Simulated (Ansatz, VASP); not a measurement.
One calculation of TaMo3, two programs

```xyz
8
Lattice="5.5580 0.0000 0.0000 -2.7790 4.8133 0.0000 0.0000 0.0000 4.9994" Properties=species:S:1:pos:R:3 pbc="T T T"
Ta    2.7790    1.6044    1.2498
Ta    0.0000    3.2089    3.7495
Mo    1.3776    0.7954    3.7495
Mo    4.1803    0.7954    3.7495
Mo    2.7790    3.2226    3.7495
Mo    1.4014    4.0180    1.2498
Mo   -1.4014    4.0180    1.2498
Mo    0.0000    1.5907    1.2498
```

Change from the starting cell: species swapped into the LuZr3 type (P6_3/mmc, No. 194).

Alike in both runs: functional PBE; k mesh 3 × 3 × 4; occupations gaussian, width 0.1 eV; no spin polarisation.

Ansatz relaxed the structure, and its values are those at the end. VASP's run is a single point on that final structure, the one shown.

|  | VASP | Ansatz |
| --- | --- | --- |
| version | VASP 6.6.1 | Ansatz 0.2.0 |
| potentials or method | VASP PAW PBE potentials, release 64 (Ta_pv, Mo_sv), cutoff 520 eV | scalar-relativistic, plane waves, PAW |
| valence electrons in the cell | 106 | 110 |

VASP gave:

* gap on the k mesh at the Fermi level (eV): none
* pressure (GPa): 0.6

Which values does Ansatz return?

gap on the k mesh at the Fermi level (eV): none; pressure (GPa): 0.3.

A gap of «none» marks a metal or a gap that the smearing closes. VASP's potentials hold 106 valence electrons a cell and Ansatz's 110, so a difference there can come from the potentials and not from the codes.

The k mesh is coarse, so the values compare programs but aren't converged. Neither program's run includes spin-orbit coupling.
